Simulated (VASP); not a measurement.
# ZnCdSe4S2: single point with PBE

The system is ZnCdSe4S2.

```xyz
8
Lattice="4.4460 0.0000 0.0000 0.0000 4.4460 0.0000 0.0000 0.0000 12.3605" Properties=species:S:1:pos:R:3 pbc="T T T"
Zn    0.0000    0.0000    0.0000
Cd    2.2230    2.2230    0.0000
Se    0.0000    2.2230    1.4757
Se    2.2230    0.0000   10.8848
Se    2.2230    2.2230    7.2640
Se    2.2230    2.2230    5.0965
S     0.0000    0.0000    7.1278
S     0.0000    0.0000    5.2327
```

| Item | Value |
| --- | --- |
| Program | VASP 6.6.1 |
| Task | single point |
| Functional | PBE |
| Potentials or basis | VASP PAW PBE potentials, release 64 (Zn, Cd, Se, S) |
| Cutoff | 520 eV |
| k mesh | 8 × 8 × 4 |
| Occupations | gaussian, width 0.1 eV |
| Spin | no spin polarisation |

The pressure is 0.0 GPa. The largest force is 0.242 eV/Å. The band gap on the k mesh is 0.02 eV.

Forces on the atoms (eV/Å):
```
Zn   0.000  0.000  0.000
Cd   0.000  0.000  0.000
Se   0.000  0.000  0.047
Se   0.000  0.000 -0.047
Se   0.000  0.000  0.057
Se   0.000  0.000 -0.057
S    0.000  0.000 -0.242
S    0.000  0.000  0.242
```

Stress tensor (GPa, compression positive):
```
 0.09  0.00  0.00
 0.00  0.09  0.00
 0.00  0.00 -0.12
```

Levels at points of the mesh, in eV from the valence-band top:
```
           k point  band 28  band 29  band 30  band 31  band 32  band 33
(0.00, 0.00, 0.00)    -1.22    -0.82    -0.82     0.24     1.12     1.84
(0.50, 0.00, 0.00)    -1.94    -0.03    -0.03     0.02     0.18     1.05
(0.50, 0.50, 0.00)    -2.21    -0.29    -0.29     2.61     2.77     2.77
(0.00, 0.00, 0.50)    -1.26    -0.82    -0.82     0.20     0.83     1.89
(0.50, 0.00, 0.50)    -2.01    -0.03     0.00     0.03     0.18     1.07
(0.50, 0.50, 0.50)    -2.23    -0.29    -0.29     2.50     2.73     2.73
```

It took 5.3 min on 1 thread of Intel(R) Xeon(R) 6975P-C (Granite Rapids), with other jobs on the host, peak memory 0.63 GiB.

Caveat: the smearing spreads over this small gap; semilocal functionals underestimate gaps, and a narrow one can read as zero. A k mesh can miss the band edges.
